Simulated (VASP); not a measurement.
# Si16HC16 (a cell with a defect) in VASP: a series of runs

Si16HC16 (a cell with a defect) is run at these levels: PBE; tasks: single point.

Everything below comes from runs of VASP 6.6.1. Logs are shortened: lines on timing, memory, paths and dates and some standing lists are left out, and cuts for length are marked.

### 1 The cell of the first run

The cell holds a defect, 33 atoms: a = 6.188 Å, b = 6.188 Å, c = 10.129 Å, α = 90.00°, β = 90.00°, γ = 120.00°.

### 2 Single point, PBE

INCAR reads:

```
SYSTEM = Si16HC16
PREC = Accurate
ENCUT = 520
EDIFF = 1E-7
ISMEAR = 0
SIGMA = 0.02
LREAL = Auto
LASPH = .TRUE.
NELM = 100
ALGO = Normal
ISIF = 2
LWAVE = .FALSE.
LCHARG = .TRUE.
GGA = PE
LELF = .TRUE.
LVHAR = .TRUE.
NELECT = 128.0
NBANDS = 86
```

KPOINTS reads:

```
regular mesh
0
G
  2 2 2
  0 0 0
```

POSCAR reads:

```
Si16HC16
1.0
    3.0941201811     -5.3591733586      0.0000000000
   -6.1882403624      0.0000000001      0.0000000000
    0.0000000000      0.0000000000    -10.1293391981
Si C H
16 16 1
Direct
    0.3345004686      0.1737782613      0.0589076926
    0.8271982829      0.1792060159      0.0701953983
    0.3323169229      0.6698434862      0.0621345566
    0.8280603562      0.6593394924      0.0645524834
    0.1682059787      0.3359080113      0.5583407653
    0.6669058381      0.3346379085      0.5596979121
    0.1682938654      0.8329594753      0.5582514209
    0.6659062436      0.8340837855      0.5576165325
    0.4969833633      0.5003046218      0.3102978327
    0.9998715551      0.5028338550      0.3126182210
    0.4954700702      1.0003053503      0.3108552235
    0.9976299780      0.9999891223      0.3111035121
    0.5045235187      0.5026760789      0.8092277136
    0.9997890797      0.4980693037      0.8106306679
    0.5048110630      1.0041235850      0.8092571331
    1.0128030271      1.0024304038      0.7913837066
    0.3282004299      0.1665763631      0.2461783490
    0.8305320060      0.1688193702      0.2529985372
    0.3317082470      0.6680411456      0.2491656120
    0.8309441964      0.6662474251      0.2501998354
    0.1717111835      0.3371328384      0.7477641781
    0.6688938312      0.3351804036      0.7481893786
    0.1730516888      0.8305171457      0.7476242874
    0.6721118648      0.8364338781      0.7471272165
    0.0007900472      0.0008311734      0.4985487110
    0.4996735169      0.0016965910      0.4976144940
    0.0001321099      0.5008909775      0.4987352977
    0.4999563964      0.5005491051      0.4973688709
   -0.0115642835     -0.0050396043      1.0011137747
    0.4984354529      0.0038390871      0.9981191075
    0.0000097030      0.5016571498      0.9988054307
    0.4986082407      0.5035041688      0.9969936639
    0.8329991776      0.9673130350      0.9339510520
```

Potentials or basis: VASP PAW PBE potentials, release 64 (Si, C, H).

Launch:

```bash
$ cat potpaw_PBE.64/Si/POTCAR potpaw_PBE.64/C/POTCAR potpaw_PBE.64/H/POTCAR > POTCAR
$ mpirun -np 1 vasp_std > vasp.out
```

OUTCAR:

```text
SYSTEM = Si16HC16
   PREC = Accurate
   ENCUT = 520
   EDIFF = 1E-7
   ISMEAR = 0
   LREAL = Auto
   LASPH = .TRUE.
   NELM = 100
   ISIF = 2
   GGA = PE
   NELECT = 128.0

 ion  position               nearest neighbor table
   1  0.335  0.174  0.059-  32 1.88  30 1.89  17 1.90  29 1.95   4 3.03   2 3.03   3 3.08  13 3.08
                             9 3.09   3 3.11  15 3.12  11 3.12  12 3.13
   2  0.827  0.179  0.070-  18 1.85  31 1.87  30 1.91  33 1.92  29 1.98   4 2.97  10 3.01  11 3.02
                             1 3.03  12 3.08   3 3.08   3 3.11  14 3.14
   3  0.332  0.670  0.062-  31 1.89  19 1.89  32 1.90  30 1.90   1 3.08  11 3.08   2 3.08   9 3.09
                             4 3.09  10 3.10   4 3.10  14 3.11   2 3.11   1 3.11  15 3.13  13 3.14
   4  0.828  0.659  0.065-  20 1.88  31 1.89  32 1.89  29 1.91   2 2.97   1 3.03   9 3.06  10 3.07
                             3 3.09  12 3.09   3 3.10  13 3.11  14 3.13
   5  0.168  0.336  0.558-  28 1.88  27 1.88  25 1.90  21 1.92  16 2.96   9 3.07  10 3.07   7 3.08
                             8 3.08  12 3.08   6 3.09   6 3.10   8 3.11  14 3.11   7 3.11  13 3.12
   6  0.667  0.335  0.560-  27 1.89  26 1.89  28 1.89  22 1.91  10 3.07  13 3.09  15 3.09   5 3.09
                            11 3.09   7 3.09   8 3.09   8 3.09   7 3.10   5 3.10   9 3.10  14 3.11
   7  0.168  0.833  0.558-  27 1.88  26 1.88  25 1.90  23 1.92  16 2.93  10 3.05  11 3.06   5 3.08
                             8 3.08  12 3.09   6 3.09   6 3.10   8 3.11   5 3.11  15 3.12  14 3.12
   8  0.666  0.834  0.558-  28 1.89  26 1.89  25 1.89  24 1.92  16 3.01  12 3.07   7 3.08   9 3.08
                             5 3.08  11 3.08   6 3.09   6 3.09  15 3.11  13 3.11   5 3.11   7 3.11
   9  0.497  0.500  0.310-  19 1.89  20 1.89  28 1.89  17 1.90   4 3.06   5 3.07   8 3.08  10 3.08
                             3 3.09  11 3.09   1 3.09  12 3.09  12 3.10  11 3.10   6 3.10  10 3.10
  10  1.000  0.503  0.313-  27 1.89  18 1.89  20 1.89  19 1.89   2 3.01   7 3.05   4 3.07   5 3.07
                            11 3.07   6 3.07  12 3.08   9 3.08   3 3.10   9 3.10  12 3.10  11 3.12
  11  0.495  0.000  0.311-  19 1.89  18 1.89  26 1.89  17 1.90   2 3.02   7 3.06  10 3.07   3 3.08
                            12 3.08   8 3.08   9 3.09   6 3.09   9 3.10  12 3.11  10 3.12   1 3.12
  12  0.998  1.000  0.311-  17 1.89  20 1.89  18 1.89  25 1.90   8 3.07   2 3.08  11 3.08  10 3.08
                             5 3.08   7 3.09   9 3.09   4 3.09   9 3.10  10 3.10  11 3.11   1 3.13
  13  0.505  0.503  0.809-  22 1.88  21 1.89  24 1.90  32 1.90  16 3.07  14 3.08   1 3.08  15 3.09
                             6 3.09  15 3.10   8 3.11  14 3.11   4 3.11   5 3.12  16 3.12   3 3.14
  14  1.000  0.498  0.811-  22 1.88  23 1.89  21 1.89  31 1.91  15 3.06  13 3.08  16 3.09   6 3.11
                             3 3.11  13 3.11   5 3.11  16 3.11   7 3.12  15 3.13   4 3.13   2 3.14
  15  0.505  0.004  0.809-  22 1.88  23 1.88  24 1.90  30 1.91  16 3.04  14 3.06  13 3.09   6 3.09
                            13 3.10   8 3.11   1 3.12   7 3.12   3 3.13  14 3.13
  16  0.013  0.002  0.791-  33 1.77  23 1.83  21 1.85  24 1.88  29 2.13   7 2.93   5 2.96   8 3.01
                            15 3.04  13 3.07  14 3.09  14 3.11  13 3.12
  17  0.328  0.167  0.246-  12 1.89   1 1.90   9 1.90  11 1.90
  18  0.831  0.169  0.253-   2 1.85  11 1.89  10 1.89  12 1.89
  19  0.332  0.668  0.249-  11 1.89   9 1.89  10 1.89   3 1.89
  20  0.831  0.666  0.250-   4 1.88  10 1.89   9 1.89  12 1.89
  21  0.172  0.337  0.748-  16 1.85  13 1.89  14 1.89   5 1.92
  22  0.669  0.335  0.748-  15 1.88  14 1.88  13 1.88   6 1.91
  23  0.173  0.831  0.748-  16 1.83  15 1.88  14 1.89   7 1.92
  24  0.672  0.836  0.747-  16 1.88  13 1.90  15 1.90   8 1.92
  25  0.001  0.001  0.499-   8 1.89   5 1.90   7 1.90  12 1.90
  26  0.500  0.002  0.498-   7 1.88   8 1.89   6 1.89  11 1.89
  27  0.000  0.501  0.499-   7 1.88   5 1.88  10 1.89   6 1.89
  28  0.500  0.501  0.497-   5 1.88   8 1.89   6 1.89   9 1.89
  29  0.988  0.995  0.001-  33 1.12   4 1.91   1 1.95   2 1.98  16 2.13
  30  0.498  0.004  0.998-   1 1.89   3 1.90   2 1.91  15 1.91
  31  0.000  0.502  0.999-   2 1.87   4 1.89   3 1.89  14 1.91
  32  0.499  0.504  0.997-   1 1.88   4 1.89   3 1.90  13 1.90
  33  0.833  0.967  0.934-  29 1.12  16 1.77   2 1.92

  LATTYP: Found a hexagonal cell.
 ALAT       =     6.1882403624
 C/A-ratio  =     1.6368690621

  Lattice vectors:

 A1 = (   3.0941201811,  -5.3591733586,   0.0000000000)
 A2 = (  -6.1882403624,   0.0000000001,   0.0000000000)
 A3 = (   0.0000000000,   0.0000000000, -10.1293391981)

Analysis of symmetry for initial positions (statically):
=====================================================================
 Subroutine PRICEL returns:
 Original cell was already a primitive cell.

 Routine SETGRP: Setting up the symmetry group for a
 hexagonal supercell.

 Subroutine GETGRP returns: Found  1 space group operations
 (whereof  1 operations were pure point group operations)
 out of a pool of 24 trial point group operations.

The static configuration has the point symmetry C_1 .

Analysis of symmetry for dynamics (positions and initial velocities):
=====================================================================
[... 124 lines left out ...]

 Found      8 irreducible k-points:

 Following reciprocal coordinates:
            Coordinates               Weight
  0.000000  0.000000  0.000000      1.000000
  0.500000  0.000000  0.000000      1.000000
  0.000000  0.500000  0.000000      1.000000
  0.500000  0.500000  0.000000      1.000000
  0.000000  0.000000  0.500000      1.000000
  0.500000  0.000000  0.500000      1.000000
  0.000000  0.500000  0.500000      1.000000
  0.500000  0.500000  0.500000      1.000000
   k-points           NKPTS =      8   k-points in BZ     NKDIM =      8   number of bands    NBANDS=     86
   number of dos      NEDOS =    301   number of ions     NIONS =     33
   total plane-waves  NPLWV = 184320
   dimension x,y,z NGX =    48 NGY =   48 NGZ =   80
   dimension x,y,z NGXF=    96 NGYF=   96 NGZF=  160
   ions per type =              16  16   1
   NGX,Y,Z   is equivalent  to a cutoff of  12.90, 12.90, 13.13 a.u.
   NGXF,Y,Z  is equivalent  to a cutoff of  25.79, 25.79, 26.26 a.u.
 SYSTEM =  Si16HC16
   PREC   = accura    normal or accurate (medium, high low for compatibility)
   ISTART =      0    job   : 0-new  1-cont  2-samecut
   ICHARG =      2    charge: 1-file 2-atom 10-const
   ISPIN  =      1    spin polarized calculation?
   LNONCOLLINEAR =      F non collinear calculations
   LSORBIT =      F    spin-orbit coupling
   LASPH  =      T    aspherical Exc in radial PAW
   ENCUT  =  520.0 eV  38.22 Ry    6.18 a.u.  11.51 11.51 18.83*2*pi/ulx,y,z
   NELM   =    100;   NELMIN=  2; NELMDL= -5     # of ELM steps
   EDIFF  = 0.1E-06   stopping-criterion for ELM
   LREAL  =      T    real-space projection
   EDIFFG = 0.1E-05   stopping-criterion for IOM
   NSW    =      0    number of steps for IOM
   IBRION =     -1    ionic relax: 0-MD 1-quasi-New 2-CG
   NFREE  =      0    steps in history (QN), initial steepest desc. (CG)
   ISIF   =      2    stress and relaxation
   ISYM   =      2    0-nonsym 1-usesym 2-fastsym
   POTIM  = 0.5000    time-step for ionic-motion
   TEBEG  =    0.0;   TEEND  =   0.0 temperature during run
   PSTRESS=    0.0 pullay stress
   NELECT =     128.0000    total number of electrons
   NUPDOWN=      -1.0000    fix difference up-down
   EMIN   =  10.00;   EMAX   =-10.00  energy-range for DOS
   EFERMI =   0.00;   METHOD = LEGACY
   ISMEAR =     0;   SIGMA  =   0.02  broadening in eV -4-tet -1-fermi 0-gaus
   EFERMI_NEDOS =   21; number of points for ismear=-14 and -15
   IALGO  =     38    algorithm
   IMIX   =      4    mixing-type and parameters
     AMIX     =   0.40;   BMIX     =  1.00
     AMIX_MAG =   1.60;   BMIX_MAG =  1.00
  volume/ion in A,a.u.               =      10.18        68.70
  Fermi-wavevector in a.u.,A,eV,Ry     =   1.186851  2.242823 19.165368  1.408615
  Thomas-Fermi vector in A             =   2.323015
   LORBIT       =      0    0 simple, 1 ext, 2 COOP (PROOUT), +10 PAW based schemes
   GGA     = PE    functional components
   LHFCALC =     F    Hartree Fock is set to
   AEXX    =    0.0000 exact exchange contribution
   IVDW    =     0    specifies the selected vdW correction
   LEPSILON=     F    determine dielectric tensor
   LRPA    =     F    only Hartree local field effects (RPA)
 non-spin polarized calculation
 Gauss-broadening in eV      SIGMA  =   0.02
  energy-cutoff  :      520.00
  volume of cell :      335.93
 maximum number of plane-waves:      9074
 NGX is ok and might be reduce to    48
   NGX = 23   NGY = 23   NGZ = 37

 number of electron     127.9999999 magnetization

 Free energy of the ion-electron system (eV)
  ---------------------------------------------------
  ext. energy  EPLUGINS =         0.00000000
  ---------------------------------------------------
  free energy    TOTEN  =      -250.53314152 eV

  energy without entropy =     -250.53314152  energy(sigma->0) =     -250.53314152

 E-fermi :   8.2361     XC(G=0): -11.2773

 val. band max:        8.0801905369   @ k =   0.0000   0.0000   0.0000
 cond. band min:      10.0036220829   @ k =   0.0000   0.0000   0.0000
 fundamental gap:      1.9234315459
 Fermi energy:         8.2361072670

 k-point     1 :       0.0000    0.0000    0.0000
  band No.  band energies     occupation
      1      -7.5534      2.00000
      2      -6.4034      2.00000
      3      -6.1500      2.00000
      4      -4.8391      2.00000
      5      -3.9672      2.00000
      6      -3.9187      2.00000
[... 621 lines left out ...]
     75      13.4299      0.00000
     76      13.6021      0.00000
 [bands above 76 left out]

------------------------ aborting loop because EDIFF is reached ----------------------------------------

  FORCE on cell =-STRESS in cart. coord.  units (eV):
  Direction    XX          YY          ZZ          XY          YZ          ZX
  --------------------------------------------------------------------------------------
  -------------------------------------------------------------------------------------
  Total       -6.5853879     -8.5337013     -8.2796409      0.5820371     -2.3532218      0.9709029
  in kB      -31.4084026    -40.7007046    -39.4889867      2.7759725    -11.2234751      4.6306323
  external PRESSURE =     -37.1993646 kB  Pullay stress =       0.0000000 kB

 VOLUME and BASIS-vectors are now :
 -----------------------------------------------------------------------------
  energy-cutoff  :      520.00
  volume of cell :      335.93
      direct lattice vectors                 reciprocal lattice vectors
     3.094120181 -5.359173359  0.000000000    -0.000000000 -0.186595942  0.000000000
    -6.188240362  0.000000000  0.000000000    -0.161596826 -0.093297971  0.000000000
     0.000000000  0.000000000-10.129339198     0.000000000  0.000000000 -0.098723123

 POSITION                                       TOTAL-FORCE (eV/Angst)
 -----------------------------------------------------------------------------------
     -0.04040     -1.79265     -0.59670         0.005828      0.038240      0.004589
      1.45048     -4.43310     -0.71103        -0.003161      0.001279      0.018452
     -3.11692     -1.78094     -0.62938        -0.000788      0.002916      0.002764
     -1.51803     -4.43772     -0.65387         0.002330      0.002381     -0.002662
     -1.55823     -0.90144     -5.65562        -0.004504     -0.004296      0.002855
     -0.00733     -3.57406     -5.66937        -0.005308     -0.004573     -0.000388
[... 25 lines left out ...]
     -1.57305     -2.67213    -10.09889         0.010469     -0.007710     -0.007735
     -3.40857     -4.46419     -9.46031         0.068338      0.085205      0.064631
 -----------------------------------------------------------------------------------
    total drift:                                0.073690      0.010150     -0.044958

  FREE ENERGIE OF THE ION-ELECTRON SYSTEM (eV)
  ---------------------------------------------------
  free  energy   TOTEN  =      -250.5331415225 eV

  energy  without entropy=     -250.5331415225  energy(sigma->0) =     -250.53314152
```

Wall time 4.9 min (1 thread of Intel Xeon 6975P-C (Granite Rapids), shared host); peak memory 0.49 GiB.

Results:

```yaml
Free_energy: -250.5331 eV
Largest_force: 0.127 eV/Å
```

Forces on the atoms (eV/Å):
```
Si   0.006  0.038  0.005
Si  -0.003  0.001  0.018
Si  -0.001  0.003  0.003
Si   0.002  0.002 -0.003
Si  -0.005 -0.004  0.003
Si  -0.005 -0.005  0.000
Si  -0.004 -0.002  0.007
Si  -0.005 -0.008  0.010
Si  -0.001 -0.002  0.002
Si   0.003 -0.001  0.003
Si  -0.002 -0.006  0.002
Si  -0.005 -0.001  0.005
Si   0.000  0.005 -0.003
Si  -0.008 -0.002 -0.003
Si  -0.008  0.000 -0.004
Si  -0.013 -0.015  0.022
C    0.000 -0.014 -0.017
C    0.009 -0.013  0.006
C    0.001 -0.006 -0.005
C   -0.002 -0.007 -0.006
C   -0.005  0.006 -0.010
C   -0.006  0.008 -0.003
C   -0.005 -0.002 -0.007
C   -0.007  0.018 -0.024
C   -0.001  0.003 -0.018
C   -0.004 -0.003 -0.009
C    0.001  0.001  0.001
C   -0.002 -0.005 -0.012
C   -0.028 -0.056 -0.013
C    0.008 -0.005 -0.005
C    0.009 -0.007  0.001
C    0.010 -0.008 -0.008
H    0.068  0.085  0.065
```

Levels at points of the mesh, in eV from the Fermi level:
```tsv
k point	band 60	band 61	band 62	band 63	band 64	band 65	band 66	band 67	band 68	band 69
(0.00, 0.00, 0.00)	-0.78	-0.73	-0.26	-0.17	-0.16	1.77	1.97	2.14	2.19	2.20
(0.50, 0.00, 0.00)	-1.72	-1.07	-0.97	-0.78	-0.67	2.82	3.44	3.54	3.60	4.03
(0.00, 0.50, 0.00)	-1.73	-1.06	-0.94	-0.80	-0.68	3.20	3.29	3.51	3.62	3.89
(0.50, 0.50, 0.00)	-1.76	-1.04	-0.93	-0.77	-0.70	3.25	3.47	3.52	3.60	3.86
(0.00, 0.00, 0.50)	-1.16	-0.52	-0.47	-0.32	-0.30	2.19	2.34	2.44	2.54	2.57
(0.50, 0.00, 0.50)	-1.35	-1.29	-1.12	-1.02	-0.96	3.00	3.55	3.67	3.70	3.75
(0.00, 0.50, 0.50)	-1.34	-1.30	-1.12	-1.02	-0.98	3.03	3.51	3.62	3.77	3.77
(0.50, 0.50, 0.50)	-1.34	-1.27	-1.14	-1.01	-1.00	3.28	3.52	3.62	3.72	3.82
```

Caveat: the k points lie up to 0.59 Å⁻¹ apart; the cell carries a net charge on a neutralising background, which shifts energy and pressure; the cell is charged against a uniform background, so pressure and absolute levels hang on convention.

### 3 Single point, PBE

INCAR reads:

```
SYSTEM = Si16HC16
ALGO = Normal
EDIFF = 1E-7
ENCUT = 520
GGA = PE
ISIF = 2
ISMEAR = 0
LASPH = .TRUE.
LCHARG = .TRUE.
LELF = .TRUE.
LREAL = Auto
LVHAR = .TRUE.
LWAVE = .FALSE.
NBANDS = 86
NELECT = 128.0
NELM = 100
PREC = Accurate
SIGMA = 0.02
```

KPOINTS reads:

```
k-points
0
G
  2 2 2
  0 0 0
```

POSCAR reads:

```
Si16HC16
1.0
    3.0941201811     -5.3591733586      0.0000000000
   -6.1882403624      0.0000000001      0.0000000000
    0.0000000000      0.0000000000    -10.1293391981
Si C H
16 16 1
Direct
    0.3405239722      0.1716793519      0.0646792438
    0.8205825238      0.1725653634      0.0702115889
    0.3300294433      0.6675102321      0.0621200443
    0.8261113616      0.6652732594      0.0588871582
    0.1660248588      0.3342822426      0.5574955967
    0.6654671834      0.3332510247      0.5596518084
    0.1671457406      0.8318647479      0.5582284184
    0.6641957186      0.8319483530      0.5583113458
    0.4997664417      0.5031413214      0.3102780881
    0.9996860787      0.5046085297      0.3108240270
    0.4972147422      1.0001874210      0.3126491213
    1.0000088897      1.0024412957      0.3110585931
    0.4973113989      0.4954804688      0.8091859538
    0.9958483600      0.4951915777      0.8092377834
    0.5018964344      1.0002735065      0.8106189199
    0.9974592428      0.9873341071      0.7911859642
    0.3338154749      0.1691400360      0.2502874028
    0.8311246347      0.1695256557      0.2530308197
    0.3319493289      0.6683425135      0.2491491252
    0.8334012918      0.6718159788      0.2461529771
    0.1635645913      0.3280207917      0.7470347129
    0.6648305180      0.3311699938      0.7481360681
    0.1694485211      0.8270410956      0.7476207334
    0.6628171478      0.8283236612      0.7477401884
   -0.0007267912     -0.0006343935      0.4985163298
    0.4992137445      0.0000044151      0.4987400364
   -0.0016002468      0.5005136295      0.4975693776
    0.4995839509      0.5002339281      0.4973338242
    0.0044839005      0.0110491388      1.0014469653
    0.4981809360     -0.0001918659      0.9988026664
   -0.0039778523      0.5012870970      0.9980965986
    0.4962778440      0.5010865951      0.9969772759
    1.0336618410      1.1667761011      0.9343097131
```

Potentials or basis: VASP PAW PBE potentials, release 64 (Si, C, H).

Launch:

```bash
$ cat potpaw_PBE.64/Si/POTCAR potpaw_PBE.64/C/POTCAR potpaw_PBE.64/H/POTCAR > POTCAR
$ mpirun -np 1 vasp_std > vasp.out
```

Run time: 4.7 min. Hardware: 1 thread of Intel Xeon 6975P-C (Granite Rapids), shared host; peak memory 0.49 GiB.

The run converged. Its results:

* Free energy: -250.5333 eV
* Largest force: 0.152 eV/Å

Forces on the atoms (eV/Å):
```
Si  -0.002  0.007  0.004
Si   0.002 -0.005  0.022
Si   0.000 -0.001  0.005
Si  -0.022 -0.019  0.004
Si   0.004  0.009  0.000
Si   0.002  0.009 -0.003
Si   0.000  0.006  0.005
Si   0.002  0.009  0.002
Si   0.003  0.005  0.001
Si   0.006  0.005  0.001
Si   0.002  0.002  0.004
Si   0.001  0.006  0.001
Si  -0.004  0.001 -0.007
Si  -0.006  0.006 -0.006
Si  -0.003  0.009 -0.005
Si   0.007  0.015  0.006
C    0.007  0.006 -0.003
C    0.018 -0.005  0.010
C    0.005  0.001 -0.006
C    0.010  0.004 -0.016
C   -0.014 -0.006 -0.029
C   -0.007  0.003 -0.006
C   -0.002  0.010 -0.008
C   -0.010  0.005 -0.009
C   -0.001  0.001 -0.017
C    0.001  0.001 -0.001
C    0.004  0.007 -0.010
C    0.006  0.005 -0.012
C    0.032  0.021 -0.015
C    0.004 -0.002  0.001
C    0.004 -0.008 -0.006
C    0.008 -0.008 -0.009
H   -0.055 -0.100  0.100
```

Levels at points of the mesh, in eV from the Fermi level:
```tsv
k point	band 62	band 63	band 64	band 65	band 66	band 67
(0.00, 0.00, 0.00)	-0.20	-0.11	-0.09	1.83	2.04	2.21
(0.50, 0.00, 0.00)	-0.87	-0.74	-0.62	3.27	3.36	3.57
(0.00, 0.50, 0.00)	-0.90	-0.72	-0.61	2.88	3.51	3.61
(0.50, 0.50, 0.00)	-0.86	-0.70	-0.64	3.32	3.54	3.59
(0.00, 0.00, 0.50)	-0.41	-0.26	-0.24	2.26	2.41	2.51
(0.50, 0.00, 0.50)	-1.05	-0.96	-0.91	3.10	3.58	3.68
(0.00, 0.50, 0.50)	-1.06	-0.95	-0.90	3.06	3.62	3.73
(0.50, 0.50, 0.50)	-1.08	-0.95	-0.94	3.35	3.59	3.69
```

Caveat: the k points lie up to 0.59 Å⁻¹ apart; the cell carries a net charge on a neutralising background, which shifts energy and pressure; the cell is charged against a uniform background, so pressure and absolute levels hang on convention.
